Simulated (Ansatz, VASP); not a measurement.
## One calculation of Tl, two programs

POSCAR

```
Tl
1.0
    0.0000000000      2.3958272487      2.3958272487
    2.3958272487      0.0000000000      2.3958272487
    2.3958272487      2.3958272487      0.0000000000
Tl
1
Direct
    0.0000000000      0.0000000000      0.0000000000
```

INCAR.step1

```
PREC     = Accurate       # precision mode
ENCUT    = 520            # plane-wave cutoff, eV
ISMEAR   = -1             # smearing method
SIGMA    = 0.1            # smearing width, eV
LREAL    = False          # projectors in reciprocal space
LASPH    = True           # aspherical terms in the spheres
NELM     = 60             # most SCF steps
NBANDS   = 12             # bands
GGA      = PE             # functional
ALGO     = Normal         # electronic algorithm
EDIFF    = 1E-4           # SCF threshold, eV
LWAVE    = True           # write WAVECAR
LCHARG   = False          # write CHGCAR
```

Contents of INCAR.step2:

```
PREC     = Accurate       # precision mode
ENCUT    = 520            # plane-wave cutoff, eV
EDIFF    = 1E-6           # SCF threshold, eV
ISMEAR   = -1             # smearing method
SIGMA    = 0.1            # smearing width, eV
LREAL    = False          # projectors in reciprocal space
LASPH    = True           # aspherical terms in the spheres
NELM     = 60             # most SCF steps
ALGO     = Normal         # electronic algorithm
ISIF     = 2              # what is computed and relaxed
LWAVE    = False          # write WAVECAR
LCHARG   = True           # write CHGCAR
METAGGA  = R2SCAN         # meta-GGA
LMIXTAU  = True         
LELF     = True           # ELF
LVHAR    = True         
NBANDS   = 12             # bands
ISTART   = 1
```

File KPOINTS:

```
regular mesh
0
Gamma
  12 12 12
```

Input for Ansatz:

```yaml
crystal:
  lattice:
    - [0.0, 2.3958272487, 2.3958272487]
    - [2.3958272487, 0.0, 2.3958272487]
    - [2.3958272487, 2.3958272487, 0.0]
  atoms:
    - { symbol: Tl, position: [0.0, 0.0, 0.0] }
hamiltonian:
  xc: r2scan
  pseudopotentials:
    kind: paw
    azcp:
      Tl: "pseudopotentials/Tl.paw.azcp"
basis:
  ecutwfc: 500
  fft_grid_basis: typed
kpoints:
  mp_grid: { grid: [12, 12, 12], shift: [0, 0, 0] }
magnetization:
  spin_polarized: false
scf:
  occupations: { method: fermi_dirac, width: 0.1 }
  lower_state_search: "off"
output:
  stress: true
```

Alike in both runs: task single point; functional r2SCAN; k mesh 12 × 12 × 12; occupations fermi-dirac, width 0.1 eV; no spin polarisation.

|  | VASP | Ansatz |
| --- | --- | --- |
| version | VASP 6.6.1 | Ansatz 0.2.0 |
| potentials or method | VASP PAW PBE potentials, release 64 (Tl_d), cutoff 520 eV | plane waves (500 eV) with PAW, scalar-relativistic |
| valence electrons in the cell | 13 | 13 |

VASP gave:

- pressure (GPa): 3.3

Q: Estimate Ansatz's values.

A: Pressure (GPa): 3.4.

VASP's potentials were made for PBE, not for r2SCAN.

Neither program's run includes spin-orbit coupling.
